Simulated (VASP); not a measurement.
# Si16HC16 (a cell with a defect) in VASP: further runs, part 2 of 2

VASP 6.6.1. The steps go on from the part before.

## (4) Single point, r2SCAN

File POSCAR:

```
Si16HC16
1.0
    6.1879230300      0.0000000600      0.0000000000
   -3.0939615600      5.3588985100      0.0000000000
    0.0000000000      0.0000000000     10.1287833600
Si C H
16 16 1
Direct
    0.3365206900      0.1638083600      0.9419624000
    0.1698186100      0.3349090400      0.4385271700
    0.0036947800     -0.0006940900      0.6874768600
    0.0017308600      0.0009547700      0.1900304600
    0.3318164200      0.6597512000      0.9485484500
    0.1684296900      0.8359418100      0.4378094300
    0.0060518600      0.5056105600      0.6877586500
    0.0015692900      0.5006989600      0.1911728500
    0.8372639700      0.1656524400      0.9421960400
    0.6722445200      0.3377288100      0.4378286600
    0.5092288000      0.0250841000      0.6807749500
    0.5021117100      0.0004744100      0.1905823300
    0.8364450500      0.6655442000      0.9414764800
    0.6708414700      0.8348409100      0.4385034600
    0.5063939400      0.4900850600      0.6861102900
    0.5020634200      0.5001920000      0.1909581700
    0.3344357200      0.1633073400      0.7535135700
    0.1677959300      0.3351199200      0.2522375200
    0.0038426900      0.0016967900      0.5024253900
    0.0027545900     -0.0006301300      0.0027790200
    0.3449303700      0.6629389300      0.7560184300
    0.1677832300      0.8353592800      0.2518587900
    0.0070137000      0.5037240000      0.5032929200
   -0.0006835900      0.4977849300      0.0042367100
    0.8415068200      0.1690241200      0.7527670000
    0.6683333400      0.3348391800      0.2523180500
    0.5038113800      0.0016887400      0.5001687400
    0.5023055200     -0.0023027900      0.0029340000
    0.8394878200      0.6663425100      0.7526860800
    0.6678155100      0.8347051900      0.2522465500
    0.5038701600      0.5006994900      0.5020412600
    0.5025365800      0.4974181100      0.0038149300
    0.5526954600      0.8186147300      0.7739834800
```

File INCAR.step1:

```
SYSTEM = Si16HC16
PREC = Accurate
ENCUT = 580
ISMEAR = -1
SIGMA = 0.01
LREAL = Auto
LASPH = .True.
NELM = 120
NBANDS = 86
NELECT = 128.0
GGA = PE
ALGO = Normal
EDIFF = 1E-5
LWAVE = .True.
LCHARG = .False.
GGA_COMPAT = .False.
```

File INCAR.step2:

```
SYSTEM = Si16HC16
PREC = Accurate
ENCUT = 580
EDIFF = 1E-6
ISMEAR = -1
SIGMA = 0.01
LREAL = Auto
LASPH = .True.
NELM = 120
ALGO = Normal
ISIF = 2
LWAVE = .False.
LCHARG = .False.
METAGGA = R2SCAN
LMIXTAU = .True.
NBANDS = 86
NELECT = 128.0
ISTART = 1
GGA_COMPAT = .False.
```

File KPOINTS:

```
Automatic mesh
0
Gamma
  1 1 1
  0.25 0.25 0.25
```

Potentials or basis: VASP PAW PBE potentials, release 64 (Si, C, H).

Command:

```bash
> cat potpaw_PBE.64/Si/POTCAR potpaw_PBE.64/C/POTCAR potpaw_PBE.64/H/POTCAR > POTCAR
> cp INCAR.step1 INCAR
> mpirun -np 1 vasp_std > vasp.out
> cp INCAR.step2 INCAR
> mpirun -np 1 vasp_std > vasp.out
```

OUTCAR:

```text
SYSTEM = Si16HC16
   PREC = Accurate
   ENCUT = 580
   EDIFF = 1E-6
   ISMEAR = -1
   LREAL = Auto
   LASPH = .True.
   NELM = 120
   ISIF = 2
   METAGGA = R2SCAN
   NELECT = 128.0
   ISTART = 1

 ion  position               nearest neighbor table
   1  0.337  0.164  0.942-  28 1.88  20 1.89  32 1.89  17 1.91  12 3.07   5 3.08   4 3.09  13 3.09
                             9 3.09   9 3.10  13 3.10  16 3.10   5 3.11  15 3.13  11 3.13   3 3.13
   2  0.170  0.335  0.439-  18 1.89  23 1.89  19 1.90  31 1.90  16 3.08   8 3.08   6 3.08  10 3.09
                             4 3.09  15 3.09  14 3.09   7 3.10  14 3.10   3 3.10  10 3.10   6 3.10
   3  0.004  0.999  0.687-  19 1.87  17 1.89  25 1.90  29 1.90  11 3.05   7 3.06  15 3.07   6 3.08
                            14 3.09   2 3.10  15 3.11   7 3.13  13 3.13   1 3.13   9 3.14  11 3.14
   4  0.002  0.001  0.190-  22 1.88  20 1.90  30 1.90  18 1.90   9 3.07   6 3.08  14 3.08   1 3.09
                             2 3.09  12 3.09  16 3.09   8 3.09  13 3.09   8 3.10  16 3.10  12 3.10
   5  0.332  0.660  0.949-  24 1.87  32 1.87  28 1.89  21 1.95  16 3.03   8 3.03  12 3.06   9 3.06
                            13 3.08   1 3.08   1 3.11  13 3.11   9 3.13
   6  0.168  0.836  0.438-  22 1.88  19 1.89  23 1.90  27 1.91  11 3.07   4 3.08  14 3.08  10 3.08
                             8 3.08  12 3.08   3 3.08   2 3.08   7 3.09   2 3.10  10 3.11  14 3.11
   7  0.006  0.506  0.688-  23 1.87  29 1.87  25 1.92  21 1.94  11 3.03  15 3.04   3 3.06   6 3.09
                             2 3.10  10 3.10  13 3.12   3 3.13  15 3.15
   8  0.002  0.501  0.191-  18 1.88  26 1.89  24 1.89  22 1.90   5 3.03  10 3.06   6 3.08   2 3.08
                            13 3.09  16 3.09   4 3.09  12 3.09  12 3.09   4 3.10   9 3.10  16 3.10
   9  0.837  0.166  0.942-  20 1.88  24 1.89  28 1.90  25 1.92   5 3.06   4 3.07  12 3.09  13 3.09
                             1 3.09   1 3.10   8 3.10  13 3.10   5 3.13   3 3.14
  10  0.672  0.338  0.438-  26 1.88  31 1.89  27 1.91  23 1.91  11 2.98  15 3.04   8 3.06  16 3.07
                             6 3.08  14 3.08   2 3.09  12 3.09   7 3.10   2 3.10  14 3.11   6 3.11
  11  0.509  0.025  0.681-  33 1.71  27 1.83  17 1.84  25 1.93  21 2.09  15 2.89  10 2.98   7 3.03
                             3 3.05   6 3.07  14 3.10   1 3.13   3 3.14
  12  0.502  0.000  0.191-  30 1.88  22 1.90  26 1.90  28 1.90   5 3.06   1 3.07   6 3.08  14 3.08
                            10 3.09   4 3.09   9 3.09  16 3.09   8 3.09   8 3.09  16 3.10   4 3.10
  13  0.836  0.666  0.941-  24 1.88  20 1.89  32 1.90  29 1.91   5 3.08   8 3.09   1 3.09   9 3.09
[... 241 lines left out ...]

 number of electron     128.0000000 magnetization

 Free energy of the ion-electron system (eV)
  ---------------------------------------------------
  ext. energy  EPLUGINS =         0.00000000
  ---------------------------------------------------
  free energy    TOTEN  =      -325.78593140 eV

  energy without entropy =     -325.78593140  energy(sigma->0) =     -325.78593140

 E-fermi :   7.5434     XC(G=0): -11.8891

 val. band max:        7.2403204512   @ k =   0.2500   0.2500   0.2500
 cond. band min:      11.3465383880   @ k =   0.5000  -0.2500   0.2500
 fundamental gap:      4.1062179368
 Fermi energy:         7.5434451033

 k-point     1 :       0.2500    0.2500    0.2500
  band No.  band energies     occupation
      1      -7.8711      2.00000
      2      -6.9643      2.00000
      3      -6.6502      2.00000
      4      -6.3684      2.00000
      5      -5.8884      2.00000
      6      -5.7383      2.00000
[... 463 lines left out ...]
     75      13.9022      0.00000
     76      14.0139      0.00000
 [bands above 76 left out]

------------------------ aborting loop because EDIFF is reached ----------------------------------------

  FORCE on cell =-STRESS in cart. coord.  units (eV):
  Direction    XX          YY          ZZ          XY          YZ          ZX
  --------------------------------------------------------------------------------------
  -------------------------------------------------------------------------------------
  Total      -23.6528199    -23.9931501     -9.0520605     -4.2213815     -1.4746751     -0.6443498
  in kB     -112.8277136   -114.4511426    -43.1797685    -20.1366611     -7.0344349     -3.0736513
  external PRESSURE =     -90.1528749 kB  Pullay stress =       0.0000000 kB

 VOLUME and BASIS-vectors are now :
 -----------------------------------------------------------------------------
  energy-cutoff  :      580.00
  volume of cell :      335.88
      direct lattice vectors                 reciprocal lattice vectors
     6.187923030  0.000000060  0.000000000     0.161605112  0.093302757  0.000000000
    -3.093961560  5.358898510  0.000000000    -0.000000002  0.186605511  0.000000000
     0.000000000  0.000000000 10.128783360     0.000000000  0.000000000  0.098728541

 POSITION                                       TOTAL-FORCE (eV/Angst)
 -----------------------------------------------------------------------------------
      1.57555      0.87783      9.54093        -0.104371      0.055970      0.002701
      0.01463      1.79474      4.44175         0.082495     -0.064552     -0.011703
     -3.06895      5.35518      6.96330         0.068530     -0.018200     -0.012565
      0.00776      0.00512      1.92478        -0.080787      0.058636     -0.000857
      0.01201      3.53554      9.60764        -0.125733      0.063663      0.067839
     -1.54414      4.47973      4.43448         0.116473     -0.036325     -0.032077
[... 25 lines left out ...]
      1.57067      2.66561      0.03864         0.089229     -0.045020      0.010279
      0.88727      4.38687      7.83951        -0.378018     -0.554638     -0.086724
 -----------------------------------------------------------------------------------
    total drift:                               -0.026729     -0.017253      0.038423

  FREE ENERGIE OF THE ION-ELECTRON SYSTEM (eV)
  ---------------------------------------------------
  free  energy   TOTEN  =      -325.7859313973 eV

  energy  without entropy=     -325.7859313973  energy(sigma->0) =     -325.78593140
```

OUTCAR.step1:

```text
SYSTEM = Si16HC16
   PREC = Accurate
   ENCUT = 580
   ISMEAR = -1
   LREAL = Auto
   LASPH = .True.
   NELM = 120
[... 790 lines left out ...]
     -1.54414      4.47973      4.43448         0.111598     -0.037038     -0.017478
[... 25 lines left out ...]
      1.57067      2.66561      0.03864         0.109671     -0.054458      0.001311
      0.88727      4.38687      7.83951        -0.136216     -0.450571      0.027694
 -----------------------------------------------------------------------------------
    total drift:                               -0.026888     -0.017516      0.034844

  FREE ENERGIE OF THE ION-ELECTRON SYSTEM (eV)
  ---------------------------------------------------
  free  energy   TOTEN  =      -257.4819778086 eV

  energy  without entropy=     -257.4819778086  energy(sigma->0) =     -257.48197781
```

OSZICAR.step1:

```text
N       E                     dE             d eps       ncg     rms          rms(c)
DAV:   1     0.403997488687E+03    0.40400E+03   -0.62519E+04  1032   0.147E+03
DAV:   2    -0.243418015571E+03   -0.64742E+03   -0.61721E+03  1324   0.242E+02
DAV:   3    -0.283288158522E+03   -0.39870E+02   -0.39554E+02  1288   0.582E+01
DAV:   4    -0.284117880263E+03   -0.82972E+00   -0.82672E+00  1272   0.931E+00
DAV:   5    -0.284140697174E+03   -0.22817E-01   -0.22781E-01  1272   0.150E+00    0.340E+01
DAV:   6    -0.258186244086E+03    0.25954E+02   -0.85503E+01  1208   0.222E+01    0.150E+01
DAV:   7    -0.257602794812E+03    0.58345E+00   -0.75715E+00  1304   0.712E+00    0.658E+00
DAV:   8    -0.257493588252E+03    0.10921E+00   -0.59178E-01  1240   0.209E+00    0.190E+00
DAV:   9    -0.257480108550E+03    0.13480E-01   -0.86015E-02  1256   0.876E-01    0.333E-01
DAV:  10    -0.257481612444E+03   -0.15039E-02   -0.83091E-03  1240   0.285E-01    0.187E-01
DAV:  11    -0.257481966132E+03   -0.35369E-03   -0.87178E-04  1240   0.108E-01    0.620E-02
DAV:  12    -0.257481963835E+03    0.22964E-05   -0.22457E-04  1248   0.502E-02    0.274E-02
DAV:  13    -0.257481975081E+03   -0.11245E-04   -0.54013E-05  1160   0.259E-02    0.837E-03
DAV:  14    -0.257481977809E+03   -0.27279E-05   -0.53242E-06   664   0.745E-03
   1 F= -.25748198E+03 E0= -.25748198E+03  d E =-.806455E-11
```

Run time: 25 min. Hardware: 1 thread of Intel Xeon Platinum 8259CL at 2.50GHz (Skylake/Cascade Lake), shared host; peak memory 0.57 GiB.

Results:

- Free energy: -325.7859 eV
- Largest force: 0.677 eV/Å

Forces in eV/Å, atoms in the order of the input:
```
Si  -0.104  0.056  0.003
Si   0.082 -0.065 -0.012
Si   0.069 -0.018 -0.013
Si  -0.081  0.059 -0.001
Si  -0.126  0.064  0.068
Si   0.116 -0.036 -0.032
Si  -0.023 -0.144 -0.052
Si  -0.092  0.059 -0.014
Si  -0.126  0.070  0.004
Si   0.091 -0.062 -0.045
Si   0.079  0.100 -0.056
Si  -0.100  0.058 -0.005
Si  -0.092  0.055  0.007
Si   0.096 -0.039 -0.009
Si   0.131 -0.041  0.011
Si  -0.088  0.059 -0.010
C   -0.118  0.156 -0.040
C    0.164 -0.096  0.018
C   -0.085  0.036  0.022
C    0.076 -0.067  0.018
C    0.351  0.412  0.145
C    0.159 -0.099  0.012
C   -0.077  0.014  0.011
C    0.104 -0.048 -0.003
C   -0.176  0.197 -0.114
C    0.161 -0.075  0.014
C   -0.090  0.070  0.038
C    0.069 -0.084  0.025
C   -0.185  0.077  0.010
C    0.168 -0.096  0.014
C   -0.063  0.030  0.060
C    0.089 -0.045  0.010
H   -0.378 -0.555 -0.087
```

Levels at points of the mesh, in eV from the Fermi level:
| k point | band 62 | band 63 | band 64 | band 65 | band 66 | band 67 |
| --- | --- | --- | --- | --- | --- | --- |
| (0.25, 0.25, 0.25) | -0.84 | -0.64 | -0.30 | 3.87 | 4.47 | 4.57 |

Caveat: the k points lie up to 0.59 Å⁻¹ apart; the cell carries a net charge on a neutralising background, which shifts energy and pressure; the cell is charged against a uniform background, so pressure and absolute levels hang on convention; the PAW data sets were made with another functional, which shifts forces and pressure a little.
